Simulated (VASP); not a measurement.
Here is a VASP 6.6.1 calculation.

File INCAR:

```
SYSTEM = Al34CN36
PREC = Accurate
ENCUT = 520
EDIFF = 1E-6
ISMEAR = -1
SIGMA = 0.01
LREAL = Auto
LASPH = .True.
NELM = 150
ALGO = Normal
ISIF = 2
LWAVE = .False.
LCHARG = .False.
ISPIN = 2
MAGMOM = 0 0 0 0 0 0 0 0 0 0 0 0 0 0 0 0 0 0 0 0 0 0 0 0 0 0 0 0 0 0 0 0 0 0 0 0 0 0 0 0 0.01 0 0 0 0 0 0.06 0 0 0 0.24 0.01 0.01 0.15 0.22 0 0.01 0 0.01 0 0 0 0.01 0 0 0 0 0 0 0 0
LORBIT = 11
NUPDOWN = 1.0
GGA = PE
NELECT = 287.0
NBANDS = 188
```

The input KPOINTS:

```
Automatic mesh
0
Gamma
  1 1 1
  0.25 0.25 0.25
```

File POSCAR:

```
Al34CN36
1.0
    9.3892708692      0.0000000866      0.0000000000
   -4.6946355096      8.1313470524      0.0000000000
    0.0000000000      0.0000000000     10.0348065929
Al N C
34 36 1
Direct
    0.2260796911      0.1195141161      0.2515739036
    0.1091590511      0.2203045042      0.4948112970
    0.2226144511      0.1139783242      0.7502468031
    0.1143534399      0.2326218690      1.0007946198
    0.1090545097      0.5559353327      0.4946532433
    0.2303871063      0.4489008053      0.7470792563
    0.1139742650      0.5488421297      1.0009397533
    0.2257989691      0.7739497658      0.2514482446
    0.1104748542      0.8888787307      0.5000166846
    0.2225017897      0.7758632660      0.7502217943
    0.1114140116      0.8893790540      1.0011155204
    0.5488129447      0.1078599508      0.2511909936
    0.4439507881      0.2250450159      0.5012706994
    0.5541466010      0.1106136937      0.7501900835
    0.4458967824      0.2251468918      0.9994648279
    0.5555322572      0.4501161849      0.2505397124
    0.5566578999      0.4469779648      0.7464667149
    0.4527289028      0.5601515982      0.9981918293
    0.5553063820      0.7727207883      0.2511023037
    0.4440076803      0.8860777873      0.5010709550
    0.5566607525      0.7769401045      0.7461666269
    0.4457865514      0.8879539239      0.9994964080
    0.8797229888      0.1093911098      0.2544486822
    0.7737381010      0.2202336296      0.5009408376
    0.8912499103      0.1134434845      0.7487394393
    0.7763430856      0.2216741139      0.9994867118
    0.8797379870      0.4370511086      0.2543455336
    0.7744699155      0.5558391175      0.5007573096
    0.8910967876      0.4448001790      0.7486675912
    0.7797716828      0.5559650724      0.9994905193
    0.8897450067      0.7784077839      0.2503231230
    0.7746396909      0.8863314564      0.5005938299
    0.8894993192      0.7783765465      0.7502263781
    0.7796996446      0.8909592212      0.9994746880
    0.2209361295      0.1114277470      0.4396874793
    0.1139384473      0.2537759140      0.1979304502
    0.2197498282      0.1138938184      0.9438162019
    0.1138924332      0.2265635332      0.6851196631
    0.1722182952      0.4196384233      0.3960346932
    0.1123005155      0.5256257986      0.1980012258
    0.2267758462      0.4474069825      0.9374650936
    0.1136916237      0.5540176466      0.6849577058
    0.2206342145      0.7769167928      0.4396020763
    0.1145744161      0.8907790735      0.1920379118
    0.2196183248      0.7734924836      0.9438764495
    0.1133252232      0.8900592133      0.6916798285
    0.5515047862      0.1096646468      0.4412793198
    0.4429003430      0.2230689759      0.1886002224
    0.5540242024      0.1108639501      0.9404768465
    0.4435635723      0.2212116407      0.6915279343
    0.5656164357      0.4327550581      0.4343474613
    0.4681853932      0.5678622902      0.1802892516
    0.5604425020      0.4435091727      0.9377118541
    0.4483812004      0.5576034174      0.7033382364
    0.5664732094      0.8015752713      0.4345017084
    0.4428044211      0.8863284288      0.1887808755
    0.5604782196      0.7847847408      0.9376422703
    0.4434414169      0.8889961064      0.6914609774
    0.8867030732      0.1104450571      0.4425327343
    0.7709849996      0.2186061526      0.1908178747
    0.8928758713      0.1156202852      0.9407156578
    0.7770618227      0.2217622669      0.6914251664
    0.8860488894      0.4436126955      0.4425573208
    0.7875296169      0.5578809480      0.1888463248
    0.8926387568      0.4447740787      0.9407267881
    0.7819107026      0.5569747210      0.6910663048
    0.8896561477      0.7786748858      0.4408130922
    0.7869851130      0.8958948780      0.1889777371
    0.8905961965      0.7791474959      0.9404617251
    0.7819589332      0.8917134756      0.6911395322
    0.1507657483      0.4086306766      0.2656256388
```

Potentials or basis: VASP PAW PBE potentials, release 64 (Al, N, C).

Command:

```sh
$ cat potpaw_PBE.64/Al/POTCAR potpaw_PBE.64/N/POTCAR potpaw_PBE.64/C/POTCAR > POTCAR
$ mpirun -np 1 vasp_std > vasp.out
```

(1) Estimate the largest force.

Results:

(1) 0.105 eV/Å.

Caveat: the k points lie up to 0.39 Å⁻¹ apart; the cell carries a net charge on a neutralising background, which shifts energy and pressure; the total moment is fixed, so each spin has its own Fermi level and the state may be an excited one.
